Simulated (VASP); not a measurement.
# BP (I-4m2) in VASP: further runs

The runs below take BP through single point, with PBE.

Everything below comes from runs of VASP 6.6.1. Logs are shortened: lines on timing, memory, paths and dates and some standing lists are left out, and cuts for length are marked.

### Step 1. The cell of the first run

It takes space group I-4m2 (No. 119, tetragonal). The conventional cell has a = 3.216 Å, b = 3.216 Å, c = 4.366 Å, α = 90.00°, β = 90.00°, γ = 90.00°. B (site symmetry -4m2) has 4 P at 1.94 Å within 2.6 Å. Within 2.6 Å of P (site symmetry -4m2) lie 4 B at 1.94 Å.

### Step 2. Single point, PBE (strain -0.0400 x Voigt [0, 1, 0, 0, 0, 0])

File INCAR:

```
SYSTEM = BP
ALGO = Normal
EDIFF = 1E-6
ENCUT = 520
GGA = PE
ISIF = 2
ISMEAR = 0
LASPH = .True.
LCHARG = .False.
LREAL = .False.
LWAVE = .False.
NBANDS = 11
NELM = 60
PREC = Accurate
SIGMA = 0.05
```

File KPOINTS:

```
k-points
0
Gamma
  10 10 10
  0 0 0
```

File POSCAR:

```
BP
1.0
    0.0000000000      2.1831857877      2.2741518622
    2.2741518622      0.0000000000      2.2741518622
    2.2741518622      2.1831857877      0.0000000000
B P
1 1
Direct
    0.0000000000      0.0000000000      0.0000000000
    0.7500000000      0.7500000000      0.7500000000
```

Potentials or basis: VASP PAW PBE potentials, release 64 (B, P).

Command:

```
cat potpaw_PBE.64/B/POTCAR potpaw_PBE.64/P/POTCAR > POTCAR
mpirun -np 1 vasp_std > vasp.out
```

OUTCAR:

```text
SYSTEM = BP
   EDIFF = 1E-6
   ENCUT = 520
   GGA = PE
   ISIF = 2
   ISMEAR = 0
   LASPH = .True.
   LREAL = .False.
   NELM = 60
   PREC = Accurate

 ion  position               nearest neighbor table
   1  0.000  0.000  0.000-   2 1.94   2 1.94   2 1.94   2 1.94
   2  0.750  0.750  0.750-   1 1.94   1 1.94   1 1.94   1 1.94

  LATTYP: Found a body centered tetragonal cell.
 ALAT       =     3.2161364064
 C/A-ratio  =     1.3576450199

  Lattice vectors:

 A1 = (   0.0000000000,  -2.1831857877,   2.2741518622)
 A2 = (   0.0000000000,  -2.1831857877,  -2.2741518622)
 A3 = (   2.2741518622,   2.1831857877,   0.0000000000)

Analysis of symmetry for initial positions (statically):
=====================================================================
 Subroutine PRICEL returns:
 Original cell was already a primitive cell.

 Routine SETGRP: Setting up the symmetry group for a
 body centered tetragonal supercell.

 Subroutine GETGRP returns: Found  8 space group operations
 (whereof  8 operations were pure point group operations)
 out of a pool of 16 trial point group operations.

The static configuration has the point symmetry D_2d.

Analysis of symmetry for dynamics (positions and initial velocities):
=====================================================================
 Subroutine PRICEL returns:
 Original cell was already a primitive cell.

 Routine SETGRP: Setting up the symmetry group for a
 body centered tetragonal supercell.

 Subroutine GETGRP returns: Found  8 space group operations
 (whereof  8 operations were pure point group operations)
 out of a pool of 16 trial point group operations.

The dynamic configuration has the point symmetry D_2d.

 Subroutine INISYM returns: Found  8 space group operations
 (whereof  8 operations are pure point group operations),
 and found     1 'primitive' translations

----------------------------------------------------------------------------------------

                                     Primitive cell

  volume of cell :      22.5819

  direct lattice vectors                    reciprocal lattice vectors
     0.000000000  2.183185788  2.274151862    -0.219862186  0.229023111  0.219862186
     2.274151862  0.000000000  2.274151862     0.219862186 -0.229023111  0.219862186
     2.274151862  2.183185788  0.000000000     0.219862186  0.229023111 -0.219862186

  length of vectors
     3.152469964  3.216136406  3.152469964     0.386173985  0.386173985  0.386173985

[... 87 lines left out ...]
   ISYM   =      2    0-nonsym 1-usesym 2-fastsym
   POTIM  = 0.5000    time-step for ionic-motion
   TEBEG  =    0.0;   TEEND  =   0.0 temperature during run
   PSTRESS=    0.0 pullay stress
   NELECT =       8.0000    total number of electrons
   NUPDOWN=      -1.0000    fix difference up-down
   EMIN   =  10.00;   EMAX   =-10.00  energy-range for DOS
   EFERMI =   0.00;   METHOD = LEGACY
   ISMEAR =     0;   SIGMA  =   0.05  broadening in eV -4-tet -1-fermi 0-gaus
   EFERMI_NEDOS =   21; number of points for ismear=-14 and -15
   IALGO  =     38    algorithm
   IMIX   =      4    mixing-type and parameters
     AMIX     =   0.40;   BMIX     =  1.00
     AMIX_MAG =   1.60;   BMIX_MAG =  1.00
  volume/ion in A,a.u.               =      11.29        76.19
  Fermi-wavevector in a.u.,A,eV,Ry     =   1.158382  2.189024 18.256947  1.341848
  Thomas-Fermi vector in A             =   2.294984
   LORBIT       =      0    0 simple, 1 ext, 2 COOP (PROOUT), +10 PAW based schemes
   GGA     = PE    functional components
   LHFCALC =     F    Hartree Fock is set to
   AEXX    =    0.0000 exact exchange contribution
   IVDW    =     0    specifies the selected vdW correction
   LEPSILON=     F    determine dielectric tensor
   LRPA    =     F    only Hartree local field effects (RPA)
 non-spin polarized calculation
 Gauss-broadening in eV      SIGMA  =   0.05
  energy-cutoff  :      520.00
  volume of cell :       22.58
 maximum number of plane-waves:       620
   NGX = 11   NGY = 11   NGZ = 11

 number of electron       8.0000001 magnetization

 Free energy of the ion-electron system (eV)
  ---------------------------------------------------
  ext. energy  EPLUGINS =         0.00000000
  ---------------------------------------------------
  free energy    TOTEN  =       -12.89077007 eV

  energy without entropy =      -12.89077007  energy(sigma->0) =      -12.89077007

 E-fermi :   8.3965     XC(G=0): -11.0563

 val. band max:        8.1022379486   @ k =   0.0000   0.0000   0.0000
 cond. band min:       8.6795196619   @ k =   0.4000   0.0000   0.4000
 fundamental gap:      0.5772817133
 Fermi energy:         8.3964909531

 k-point     1 :       0.0000    0.0000    0.0000
  band No.  band energies     occupation
      1      -7.9253      2.00000
      2       7.7145      2.00000
      3       7.7145      2.00000
      4       8.1022      2.00000
      5      11.1499      0.00000
      6      11.3833      0.00000
      7      11.3833      0.00000
      8      15.7173      0.00000
      9      19.5243      0.00000
     10      19.5926      0.00000
     11      20.5604      0.00000
[... 309 lines left out ...]
 k-point    24 :       0.4000    0.3000   -0.0000
  band No.  band energies     occupation
      1      -4.9671      2.00000
      2       1.4974      2.00000
      3       3.7266      2.00000
      4       4.3660      2.00000
      5       9.8078      0.00000
      6      11.5939      0.00000
      7      17.0282      0.00000
      8      18.0716      0.00000
      9      21.9128      0.00000
     10      23.4700      0.00000
     11      25.1900      0.00000

 [... further k-points ...]

------------------------ aborting loop because EDIFF is reached ----------------------------------------

  FORCE on cell =-STRESS in cart. coord.  units (eV):
  Direction    XX          YY          ZZ          XY          YZ          ZX
  --------------------------------------------------------------------------------------
  -------------------------------------------------------------------------------------
  Total        0.4672663      1.9610931      0.4672663      0.0000000      0.0000000      0.0000000
  in kB       33.1524326    139.1390967     33.1524326      0.0000000      0.0000000      0.0000000
  external PRESSURE =      68.4813207 kB  Pullay stress =       0.0000000 kB

 VOLUME and BASIS-vectors are now :
 -----------------------------------------------------------------------------
  energy-cutoff  :      520.00
  volume of cell :       22.58
      direct lattice vectors                 reciprocal lattice vectors
     0.000000000  2.183185788  2.274151862    -0.219862186  0.229023111  0.219862186
     2.274151862  0.000000000  2.274151862     0.219862186 -0.229023111  0.219862186
     2.274151862  2.183185788  0.000000000     0.219862186  0.229023111 -0.219862186

 POSITION                                       TOTAL-FORCE (eV/Angst)
 -----------------------------------------------------------------------------------
      0.00000      0.00000      0.00000         0.000000      0.000000      0.000000
      3.41123      3.27478      3.41123        -0.000000      0.000000     -0.000000
 -----------------------------------------------------------------------------------
    total drift:                               -0.000000      0.000000     -0.000000

  FREE ENERGIE OF THE ION-ELECTRON SYSTEM (eV)
  ---------------------------------------------------
  free  energy   TOTEN  =       -12.8907700679 eV

  energy  without entropy=      -12.8907700679  energy(sigma->0) =      -12.89077007
```

Run time: 6.1 s. Hardware: 1 thread of Intel Xeon 6975P-C (Granite Rapids), shared host; peak memory 0.15 GiB.

Results:

- Free energy: -12.8908 eV
- Pressure: 6.8 GPa
- Band gap on the k mesh: 0.58 eV, indirect (least direct gap 3.05 eV)

Caveat: the cell differs from its parent crystal (strain -0.0400 x Voigt [0, 1, 0, 0, 0, 0]).

### Step 3. Single point, PBE

File INCAR:

```
PREC = Accurate
ENCUT = 500
EDIFF = 1E-6
ISMEAR = 0
SIGMA = 0.05
LREAL = False
LASPH = True
NELM = 120
ALGO = Normal
ISIF = 2
LWAVE = False
LCHARG = True
GGA = PE
LELF = True
LVHAR = True
NBANDS = 11
GGA_COMPAT = False
```

File KPOINTS:

```
regular mesh
0
Gamma
  10 10 10
```

POSCAR is that of step 2.

Potentials or basis: VASP PAW PBE potentials, release 64 (B, P).

Command:

```
cat potpaw_PBE.64/B/POTCAR potpaw_PBE.64/P/POTCAR > POTCAR
mpirun -np 1 vasp_std > vasp.out
```

It took 22 s on 1 thread of Intel Xeon 8259CL, shared host; peak memory 0.15 GiB.

The run converged. Its results:

* Free energy: -12.8905 eV
* Pressure: 6.9 GPa
* Band gap on the k mesh: 0.58 eV, indirect (least direct gap 3.05 eV)

Stress tensor (GPa, compression positive):
```
 3.32  0.00  0.00
 0.00 13.92  0.00
 0.00  0.00  3.32
```

Levels at points of the mesh, in eV from the valence-band top:
| k point | band 1 | band 2 | band 3 | band 4 | band 5 | band 6 | band 7 | band 8 | band 9 |
| --- | --- | --- | --- | --- | --- | --- | --- | --- | --- |
| (0.00, 0.00, 0.00) | -16.03 | -0.39 | -0.39 | 0.00 | 3.05 | 3.28 | 3.28 | 7.61 | 11.42 |
| (0.50, 0.00, 0.00) | -12.57 | -9.54 | -2.32 | -1.80 | 3.52 | 4.26 | 4.90 | 10.01 | 14.11 |
| (0.50, 0.50, 0.00) | -11.13 | -9.14 | -4.38 | -4.30 | 1.17 | 1.57 | 11.70 | 12.57 | 15.01 |
| (0.50, 0.00, 0.50) | -10.71 | -8.76 | -4.78 | -4.78 | 0.70 | 0.98 | 12.15 | 12.15 | 15.67 |

A k mesh can miss the band edges.
